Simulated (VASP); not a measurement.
Runs of VASP 6.6.1 on GaTc. The structure is that of space group P-6m2 (No. 187), or close to it. The cells are those of the table. 

| cell | gap on the mesh (eV) | pressure (GPa) |
| --- | --- | --- |
| a = 2.907, b = 2.907, c = 3.944 Å, angles 90.0, 90.0, 120.0°, 2 atoms | none | -5.6 |
| a = 2.859, b = 2.859, c = 4.076 Å, angles 90.0, 90.0, 120.0°, 2 atoms | none | -6.9 |
| a = 2.716, b = 2.716, c = 4.517 Å, angles 90.0, 90.0, 120.0°, 2 atoms | none | -6.3 |
| a = 2.954, b = 2.954, c = 3.818 Å, angles 90.0, 90.0, 120.0°, 2 atoms | none | (b) |
| a = 3.002, b = 3.002, c = 3.697 Å, angles 90.0, 90.0, 120.0°, 2 atoms | none | -2.3 |
| a = 2.764, b = 2.764, c = 4.362 Å, angles 90.0, 90.0, 120.0°, 2 atoms | none | (a) |
| a = 2.811, b = 2.811, c = 4.216 Å, angles 90.0, 90.0, 120.0°, 2 atoms | none | -7.4 |

Alike in all rows: task single point; level LDA; potentials or basis VASP PAW LDA potentials, release 64 (Ga_d, Tc_pv); no spin polarisation; k mesh 14 × 14 × 9; cutoff (eV) 520; smearing fermi-dirac 0.1 eV.

Q: Estimate the missing entries.

A: (a) -7.3; (b) -4.1.

Caveats: the stress differs along the axes, from -8 to -1 GPa (at least some runs); the cell stands under tension (at least some runs); the stress differs along the axes, from -24 to 3 GPa (at least some runs); the stress differs along the axes, from -8 to 3 GPa (at least some runs); the stress differs along the axes, from -7 to 6 GPa (at least some runs); the stress differs along the axes, from -19 to -1 GPa (at least some runs); the stress differs along the axes, from -13 to -5 GPa (at least some runs).

A k mesh can miss the band edges, and the runs leave out spin-orbit coupling on Ga, Tc.

A gap of «none» marks levels without a gap at the run's occupations.
